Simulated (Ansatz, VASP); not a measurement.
## Two plane-wave programs on Be2C

The input INCAR:

```
PREC = Accurate
ENCUT = 600
EDIFF = 1E-6
ISMEAR = 0
SIGMA = 0.02
LREAL = False
LASPH = True
NELM = 120
ALGO = Normal
ISIF = 2
LWAVE = False
LCHARG = True
GGA = PE
LELF = True
LVHAR = True
NBANDS = 11
GGA_COMPAT = False
```

File KPOINTS:

```
regular mesh
0
Gamma
  12 12 12
```

POSCAR

```
Be2C
1.0
    0.0000000000      2.1200595443      2.1200595443
    2.1200595443      0.0000000000      2.1200595443
    2.1200595443      2.1200595443      0.0000000000
Be C
2 1
Direct
    0.2500000000      0.2500000000      0.2500000000
    0.7500000000      0.7500000000      0.7500000000
    0.0000000000      0.0000000000      0.0000000000
```

Input for Ansatz:

```yaml
crystal:
  lattice:
    - [0.0, 2.1200595443, 2.1200595443]
    - [2.1200595443, 0.0, 2.1200595443]
    - [2.1200595443, 2.1200595443, 0.0]
  atoms:
    - { symbol: Be, position: [0.25, 0.25, 0.25] }
    - { symbol: Be, position: [0.75, 0.75, 0.75] }
    - { symbol: C, position: [0.0, 0.0, 0.0] }
basis:
  ecutwfc: 420
kpoints:
  mp_grid: { grid: [12, 12, 12] }
hamiltonian:
  xc: pbe
scf:
  occupations: { method: gaussian, width: 0.02 }
output:
  forces: true
  stress: true
  eigenvalues: true
  write_density: true
  write_potential: true
  elf: true
  volumetric_format: npy
```

Alike in both runs: task single point; functional PBE; k mesh 12 × 12 × 12; occupations gaussian, width 0.02 eV; no spin polarisation.

|  | VASP | Ansatz |
| --- | --- | --- |
| version | VASP 6.6.1 | Ansatz 0.2.0 |
| potentials or method | VASP PAW PBE potentials, release 64 (Be, C), cutoff 600 eV | scalar-relativistic, plane waves, PAW |
| valence electrons in the cell | 8 | 8 |

|  | VASP | Ansatz | Ansatz less VASP |
| --- | --- | --- | --- |
| gap on the k mesh at the Fermi level (eV) | 1.18 | 1.20 | +0.012 |
| least direct gap on the mesh (eV) | 4.24 | 4.25 | +0.008 |
| pressure (GPa) | 14.2 | 13.9 | -0.30 |
